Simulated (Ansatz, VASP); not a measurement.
Ca3H2Pt: VASP beside Ansatz

```
Ca H Pt
1.0
     3.73237    2.15488    3.69841
    -3.73237    2.15488    3.69841
     0.00000   -4.30977    3.69841
Ca H Pt
3 2 1
Direct
  0.00000 0.50000 0.00000
  0.50000 0.00000 0.00000
  0.00000 0.00000 0.50000
  0.75165 0.75165 0.75165
  0.24835 0.24835 0.24835
  0.00000 0.00000 0.00000
```

Change from the starting cell: species swapped into the Tb2Al3Fe type (R-3m, No. 166).

Alike in both runs: functional PBE; k mesh 6 × 6 × 6; occupations gaussian, width 0.1 eV; no spin polarisation.

Ansatz relaxed the structure, and its values are those at the end. VASP's run is a single point on that final structure, the one shown.

|  | VASP | Ansatz |
| --- | --- | --- |
| version | VASP 6.6.1 | Ansatz 0.2.0 |
| potentials or method | VASP PAW PBE potentials, release 64 (Ca_sv, H, Pt), cutoff 520 eV | scalar-relativistic, plane waves, PAW |
| valence electrons in the cell | 42 | 50 |

```csv
,VASP,Ansatz,Ansatz less VASP
gap on the k mesh at the Fermi level (eV),none,none,-
pressure (GPa),0.3,0.2,-0.05
rms of the force components (eV/Å),0.012,0.009,-0.0021
```

A gap of «none» marks a metal or a gap that the smearing closes. The functional is the same, so the differences come from potentials, cutoffs and numerics. VASP's potentials hold 42 valence electrons a cell and Ansatz's 50, so a difference there can come from the potentials and not from the codes.

Spin-orbit coupling is off throughout.
